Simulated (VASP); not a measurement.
# FeO (Fm-3m) in VASP: single point with PBE+U

Aim: the single point of FeO with PBE+U.

All numbers are computed with VASP 6.6.1; they aren't measurements. Logs are shortened: lines on timing, memory, paths and dates and some standing lists are left out, and cuts for length are marked.

## Step 1: The cell of the first run

Symmetry: Fm-3m, No. 225, cubic system. Conventional cell: a = 4.300 Å, b = 4.300 Å, c = 4.300 Å, α = 90.00°, β = 90.00°, γ = 90.00°. Within 2.8 Å of Fe (site symmetry m-3m) lie 6 O at 2.15 Å. Within 2.8 Å of O (site symmetry m-3m) lie 6 Fe at 2.15 Å.

## Step 2: Single point, PBE+U, collinear spin, ferromagnetic start

INCAR

```
PREC = Accurate
ENCUT = 600
EDIFF = 1E-6
ISMEAR = -1
SIGMA = 0.05
LREAL = F
LASPH = T
NELM = 200
ALGO = Normal
ISIF = 2
LWAVE = F
LCHARG = F
ISPIN = 2
MAGMOM = 3.7 0
LORBIT = 11
LMAXMIX = 4
LDAU = T
LDAUTYPE = 2
LDAUL = 2 -1
LDAUU = 4.3 0
LDAUJ = 0 0
LDAUPRINT = 1
GGA = PE
NBANDS = 18
GGA_COMPAT = F
```

KPOINTS

```
Automatic mesh
0
Gamma
  6 6 6
```

POSCAR

```
FeO
1.0
    0.0000000000      2.1500000000      2.1500000000
    2.1500000000      0.0000000000      2.1500000000
    2.1500000000      2.1500000000      0.0000000000
Fe O
1 1
Direct
    0.0000000000      0.0000000000      0.0000000000
    0.5000000000      0.5000000000      0.5000000000
```

Potentials or basis: VASP PAW PBE potentials, release 64 (Fe, O).

Started as:

```bash
$ cat potpaw_PBE.64/Fe/POTCAR potpaw_PBE.64/O/POTCAR > POTCAR
$ mpirun -np 1 vasp_std > vasp.out
```

OUTCAR:

```text
PREC = Accurate
   ENCUT = 600
   EDIFF = 1E-6
   ISMEAR = -1
   LREAL = F
   LASPH = T
   NELM = 200
   ISIF = 2
   ISPIN = 2
   LORBIT = 11
   GGA = PE

 ion  position               nearest neighbor table
   1  0.000  0.000  0.000-   2 2.15   2 2.15   2 2.15   2 2.15   2 2.15   2 2.15
   2  0.500  0.500  0.500-   1 2.15   1 2.15   1 2.15   1 2.15   1 2.15   1 2.15

  LATTYP: Found a face centered cubic cell.
 ALAT       =     4.3000000000

  Lattice vectors:

 A1 = (   0.0000000000,   2.1500000000,   2.1500000000)
 A2 = (   2.1500000000,   0.0000000000,   2.1500000000)
 A3 = (   2.1500000000,   2.1500000000,   0.0000000000)

Analysis of symmetry for initial positions (statically):
=====================================================================
 Subroutine PRICEL returns:
 Original cell was already a primitive cell.

 Routine SETGRP: Setting up the symmetry group for a
 face centered cubic supercell.

 Subroutine GETGRP returns: Found 48 space group operations
[... 9 lines left out ...]

 Routine SETGRP: Setting up the symmetry group for a
 face centered cubic supercell.

 Subroutine GETGRP returns: Found 48 space group operations
 (whereof 48 operations were pure point group operations)
 out of a pool of 48 trial point group operations.

The dynamic configuration has the point symmetry O_h .

Analysis of structural, dynamic, and magnetic symmetry:
=====================================================================
 Subroutine PRICEL returns:
 Original cell was already a primitive cell.

 Routine SETGRP: Setting up the symmetry group for a
 face centered cubic supercell.

 Subroutine GETGRP returns: Found 48 space group operations
 (whereof 48 operations were pure point group operations)
 out of a pool of 48 trial point group operations.

The overall configuration has the point symmetry O_h .

 Subroutine INISYM returns: Found 48 space group operations
[... 5 lines left out ...]
                                     Primitive cell

  volume of cell :      19.8767

  direct lattice vectors                    reciprocal lattice vectors
     0.000000000  2.150000000  2.150000000    -0.232558140  0.232558140  0.232558140
     2.150000000  0.000000000  2.150000000     0.232558140 -0.232558140  0.232558140
     2.150000000  2.150000000  0.000000000     0.232558140  0.232558140 -0.232558140

  length of vectors
     3.040559159  3.040559159  3.040559159     0.402802513  0.402802513  0.402802513

  position of ions in fractional coordinates (direct lattice)
     0.000000000  0.000000000  0.000000000
     0.500000000  0.500000000  0.500000000

  ion indices of the primitive-cell ions
   primitive index   ion index
                 1           1
                 2           2

----------------------------------------------------------------------------------------

 KPOINTS: Automatic mesh

Automatic generation of k-mesh.
 Grid dimensions read from file:
 generate k-points for:    6    6    6

 Generating k-lattice:

  Cartesian coordinates                     Fractional coordinates (reciprocal lattice)
    -0.038759690  0.038759690  0.038759690     0.166666667  0.000000000  0.000000000
     0.038759690 -0.038759690  0.038759690     0.000000000  0.166666667  0.000000000
     0.038759690  0.038759690 -0.038759690     0.000000000  0.000000000  0.166666667

  Length of vectors
     0.067133752  0.067133752  0.067133752

  Shift w.r.t. Gamma in fractional coordinates (k-lattice)
     0.000000000  0.000000000  0.000000000

 Subroutine IBZKPT returns following result:
 ===========================================

 Found     16 irreducible k-points:

 Following reciprocal coordinates:
            Coordinates               Weight
  0.000000  0.000000  0.000000      1.000000
  0.166667  0.000000  0.000000      8.000000
  0.333333  0.000000  0.000000      8.000000
  0.500000  0.000000  0.000000      4.000000
  0.166667  0.166667  0.000000      6.000000
  0.333333  0.166667  0.000000     24.000000
[... 8 lines left out ...]
 -0.333333  0.333333  0.166667     24.000000
 -0.333333  0.500000  0.166667     12.000000
   k-points           NKPTS =     16   k-points in BZ     NKDIM =     16   number of bands    NBANDS=     18
   number of dos      NEDOS =    301   number of ions     NIONS =      2
   total plane-waves  NPLWV =  13824
   dimension x,y,z NGX =    24 NGY =   24 NGZ =   24
   dimension x,y,z NGXF=    48 NGYF=   48 NGZF=   48
   ions per type =               1   1
   NGX,Y,Z   is equivalent  to a cutoff of  13.12, 13.12, 13.12 a.u.
   NGXF,Y,Z  is equivalent  to a cutoff of  26.24, 26.24, 26.24 a.u.
 SYSTEM =  unknown system
   PREC   = accura    normal or accurate (medium, high low for compatibility)
   ISTART =      0    job   : 0-new  1-cont  2-samecut
   ICHARG =      2    charge: 1-file 2-atom 10-const
   ISPIN  =      2    spin polarized calculation?
   LNONCOLLINEAR =      F non collinear calculations
   LSORBIT =      F    spin-orbit coupling
   LASPH  =      T    aspherical Exc in radial PAW
   ENCUT  =  600.0 eV  44.10 Ry    6.64 a.u.   6.07  6.07  6.07*2*pi/ulx,y,z
   NELM   =    200;   NELMIN=  2; NELMDL= -5     # of ELM steps
   EDIFF  = 0.1E-05   stopping-criterion for ELM
   LREAL  =      F    real-space projection
   EDIFFG = 0.1E-04   stopping-criterion for IOM
   NSW    =      0    number of steps for IOM
   IBRION =     -1    ionic relax: 0-MD 1-quasi-New 2-CG
   NFREE  =      0    steps in history (QN), initial steepest desc. (CG)
   ISIF   =      2    stress and relaxation
   ISYM   =      2    0-nonsym 1-usesym 2-fastsym
   POTIM  = 0.5000    time-step for ionic-motion
   TEBEG  =    0.0;   TEEND  =   0.0 temperature during run
   PSTRESS=    0.0 pullay stress
   NELECT =      14.0000    total number of electrons
   NUPDOWN=      -1.0000    fix difference up-down
   EMIN   =  10.00;   EMAX   =-10.00  energy-range for DOS
   EFERMI =   0.00;   METHOD = LEGACY
   ISMEAR =    -1;   SIGMA  =   0.05  broadening in eV -4-tet -1-fermi 0-gaus
   EFERMI_NEDOS =   21; number of points for ismear=-14 and -15
   IALGO  =     38    algorithm
   IMIX   =      4    mixing-type and parameters
     AMIX     =   0.40;   BMIX     =  1.00
     AMIX_MAG =   1.60;   BMIX_MAG =  1.00
  volume/ion in A,a.u.               =       9.94        67.07
  Fermi-wavevector in a.u.,A,eV,Ry     =   1.456585  2.752546 28.866647  2.121639
  Thomas-Fermi vector in A             =   2.573486
   LORBIT       =     11    0 simple, 1 ext, 2 COOP (PROOUT), +10 PAW based schemes
 LDA+U is selected, type is set to LDAUTYPE =  2
   angular momentum for each species LDAUL =     2   -1
   U (eV)           for each species LDAUU =   4.3  0.0
   J (eV)           for each species LDAUJ =   0.0  0.0
   GGA     = PE    functional components
   LHFCALC =     F    Hartree Fock is set to
   AEXX    =    0.0000 exact exchange contribution
   IVDW    =     0    specifies the selected vdW correction
   LEPSILON=     F    determine dielectric tensor
   LRPA    =     F    only Hartree local field effects (RPA)
 spin polarized calculation
  energy-cutoff  :      600.00
  volume of cell :       19.88
 maximum number of plane-waves:       680
   NGX = 13   NGY = 13   NGZ = 13

atom =   1  type =  1  l = 2

 onsite density matrix

spin component  1

  0.9693  0.0000  0.0000 -0.0000 -0.0000
  0.0000  0.9693  0.0000  0.0000  0.0000
  0.0000  0.0000  1.0183  0.0000  0.0000
 -0.0000  0.0000  0.0000  0.9693  0.0000
 -0.0000  0.0000  0.0000  0.0000  1.0183

spin component  2

  0.3131  0.0000 -0.0000  0.0000  0.0000
  0.0000  0.3131 -0.0000 -0.0000 -0.0000
 -0.0000 -0.0000  0.1097 -0.0000  0.0000
  0.0000 -0.0000 -0.0000  0.3131 -0.0000
  0.0000 -0.0000  0.0000 -0.0000  0.1097

 occupancies and eigenvectors

  o =  0.1097  v =  0.0000  0.0000  0.0000  0.0000  0.0000 -0.0000 -0.0000 -1.0000 -0.0000  0.0006      0.0000  0.0000  0.0000  0.0000  0.0000  0.0000  0.0000  0.0000  0.0000  0.0000
  o =  0.1097  v =  0.0000  0.0000  0.0000  0.0000  0.0000 -0.0000 -0.0000 -0.0006 -0.0000 -1.0000      0.0000  0.0000  0.0000  0.0000  0.0000  0.0000  0.0000  0.0000  0.0000  0.0000
  o =  0.3131  v =  0.0000  0.0000  0.0000  0.0000  0.0000  0.0117 -0.5938  0.0000 -0.8045  0.0000      0.0000  0.0000  0.0000  0.0000  0.0000  0.0000  0.0000  0.0000  0.0000  0.0000
  o =  0.3131  v =  0.0000  0.0000  0.0000  0.0000  0.0000 -0.0031 -0.8046  0.0000  0.5938  0.0000      0.0000  0.0000  0.0000  0.0000  0.0000  0.0000  0.0000  0.0000  0.0000  0.0000
  o =  0.3131  v =  0.0000  0.0000  0.0000  0.0000  0.0000  0.9999  0.0044 -0.0000  0.0113 -0.0000      0.0000  0.0000  0.0000  0.0000  0.0000  0.0000  0.0000  0.0000  0.0000  0.0000
  o =  0.9693  v =  1.0000  0.0000  0.0000  0.0000  0.0000  0.0000  0.0000  0.0000  0.0000  0.0000      0.0000  0.0000  0.0000  0.0000  0.0000  0.0000  0.0000  0.0000  0.0000  0.0000
  o =  0.9693  v =  0.0000  0.1287  0.0000  0.9917 -0.0000  0.0000  0.0000  0.0000  0.0000  0.0000      0.0000  0.0000  0.0000  0.0000  0.0000  0.0000  0.0000  0.0000  0.0000  0.0000
  o =  0.9693  v =  0.0000  0.9917 -0.0000 -0.1287  0.0000  0.0000  0.0000  0.0000  0.0000  0.0000      0.0000  0.0000  0.0000  0.0000  0.0000  0.0000  0.0000  0.0000  0.0000  0.0000
  o =  1.0183  v =  0.0000 -0.0000  0.0012  0.0000  1.0000  0.0000  0.0000  0.0000  0.0000  0.0000      0.0000  0.0000  0.0000  0.0000  0.0000  0.0000  0.0000  0.0000  0.0000  0.0000
  o =  1.0183  v =  0.0000  0.0000  1.0000 -0.0000 -0.0012  0.0000  0.0000  0.0000  0.0000  0.0000      0.0000  0.0000  0.0000  0.0000  0.0000  0.0000  0.0000  0.0000  0.0000  0.0000

 number of electron      13.9999997 magnetization       4.0092649

 Free energy of the ion-electron system (eV)
  ---------------------------------------------------
  ext. energy  EPLUGINS =         0.00000000
  ---------------------------------------------------
  free energy    TOTEN  =       -12.82253302 eV

  energy without entropy =      -12.80928829  energy(sigma->0) =      -12.81591065

 E-fermi :   6.8298     XC(G=0): -12.1924

 val. band max:        6.8276584610   @ k =  -0.3333   0.3333   0.1667
 cond. band min:       6.8778314554   @ k =  -0.3333   0.3333   0.1667
 fundamental gap:      0.0501729944
 Fermi energy:         6.8297842543

 spin component 1

 k-point     1 :       0.0000    0.0000    0.0000
  band No.  band energies     occupation
      1     -14.2745      1.00000
      2       0.1259      1.00000
      3       0.1259      1.00000
      4       0.2214      1.00000
      5       0.2214      1.00000
      6       0.2214      1.00000
[... 10 lines left out ...]
     17      26.9775      0.00000
     18      27.6998      0.00000

 k-point     2 :       0.1667    0.0000    0.0000
  band No.  band energies     occupation
      1     -14.0034      1.00000
      2      -0.5305      1.00000
      3      -0.5305      1.00000
      4      -0.3818      1.00000
      5       0.3823      1.00000
      6       0.3823      1.00000
[... 10 lines left out ...]
     17      28.9277      0.00000
     18      31.4295      0.00000
[... 274 lines left out ...]
 k-point    16 :      -0.3333    0.5000    0.1667
  band No.  band energies     occupation
      1     -13.1457      1.00000
      2      -1.0707      1.00000
      3      -1.0471      1.00000
      4      -0.8607      1.00000
      5       0.9559      1.00000
      6       1.1902      1.00000
[... 10 lines left out ...]
     17      33.5194      0.00000
     18      36.0126      0.00000
 Fermi energy:         6.8297842543

 spin component 2

 k-point     1 :       0.0000    0.0000    0.0000
  band No.  band energies     occupation
      1     -13.8998      1.00000
      2       3.1006      1.00000
      3       3.1006      1.00000
      4       3.1006      1.00000
      5       6.0962      1.00000
      6       6.0967      1.00000
[... 10 lines left out ...]
     17      28.6443      0.00000
     18      32.4895      0.00000

 k-point     2 :       0.1667    0.0000    0.0000
  band No.  band energies     occupation
      1     -13.6291      1.00000
      2       1.4343      1.00000
      3       2.5994      1.00000
      4       2.5994      1.00000
      5       6.3194      0.99996
      6       6.4051      0.99980
[... 10 lines left out ...]
     17      31.2365      0.00000
     18      35.4865      0.00000
[... 274 lines left out ...]
 k-point    16 :      -0.3333    0.5000    0.1667
  band No.  band energies     occupation
      1     -12.5321      1.00000
      2      -0.2305      1.00000
      3       0.8612      1.00000
      4       1.2010      1.00000
      5       5.9470      1.00000
      6       7.2812      0.00012
[... 10 lines left out ...]
     17      36.2548      0.00000
     18      37.4339      0.00000

------------------------ aborting loop because EDIFF is reached ----------------------------------------

  FORCE on cell =-STRESS in cart. coord.  units (eV):
  Direction    XX          YY          ZZ          XY          YZ          ZX
  --------------------------------------------------------------------------------------
  -------------------------------------------------------------------------------------
  Total        0.1196714      0.1196714      0.1196714      0.0000000     -0.0000000      0.0000000
  in kB        9.6461857      9.6461857      9.6461857      0.0000000     -0.0000000      0.0000000
  external PRESSURE =       9.6461857 kB  Pullay stress =       0.0000000 kB

 VOLUME and BASIS-vectors are now :
 -----------------------------------------------------------------------------
  energy-cutoff  :      600.00
  volume of cell :       19.88
      direct lattice vectors                 reciprocal lattice vectors
     0.000000000  2.150000000  2.150000000    -0.232558140  0.232558140  0.232558140
     2.150000000  0.000000000  2.150000000     0.232558140 -0.232558140  0.232558140
     2.150000000  2.150000000  0.000000000     0.232558140  0.232558140 -0.232558140

 POSITION                                       TOTAL-FORCE (eV/Angst)
 -----------------------------------------------------------------------------------
      0.00000      0.00000      0.00000         0.000000      0.000000      0.000000
      2.15000      2.15000      2.15000        -0.000000     -0.000000      0.000000
 -----------------------------------------------------------------------------------
    total drift:                                0.000000     -0.000000      0.000000

  FREE ENERGIE OF THE ION-ELECTRON SYSTEM (eV)
  ---------------------------------------------------
  free  energy   TOTEN  =       -12.8225330171 eV

  energy  without entropy=      -12.8092882888  energy(sigma->0) =      -12.81591065

 total charge

# of ion       s       p       d       tot
------------------------------------------
    1        0.297   0.372   6.080   6.749
    2        1.550   3.467   0.000   5.016
--------------------------------------------------
tot          1.846   3.839   6.080  11.765

 magnetization (x)

# of ion       s       p       d       tot
------------------------------------------
    1        0.028   0.020   3.781   3.829
    2        0.023   0.180   0.000   0.203
--------------------------------------------------
tot          0.050   0.200   3.781   4.032
```

Wall time 8.4 s (1 thread of Intel Xeon 6975P-C (Granite Rapids), shared host); peak memory 0.15 GiB.

Results:

```yaml
Free_energy: -12.8225 eV
Pressure: 1.0 GPa
Band_gap_on_the_k_mesh: zero (filled and empty bands overlap)
Net_moment: 4.01 μB per cell
Site_moments: Fe +3.83; O +0.20 μB
Valence_electrons_inside_the_program's_atomic_spheres: Fe 6.75; O 5.02
```

Eigenvalues of the final occupation matrices:
```tsv
site	spin	trace	eigenvalues
site 1 d	1	4.94	0.97 0.97 0.97 1.02 1.02
site 1 d	2	1.16	0.11 0.11 0.31 0.31 0.31
```

Caveat: the k points lie up to 0.42 Å⁻¹ apart; a cell with one magnetic atom can't hold antiferromagnetic order, which such compounds often take. The state reached can hang on the start; a lower one may exist.
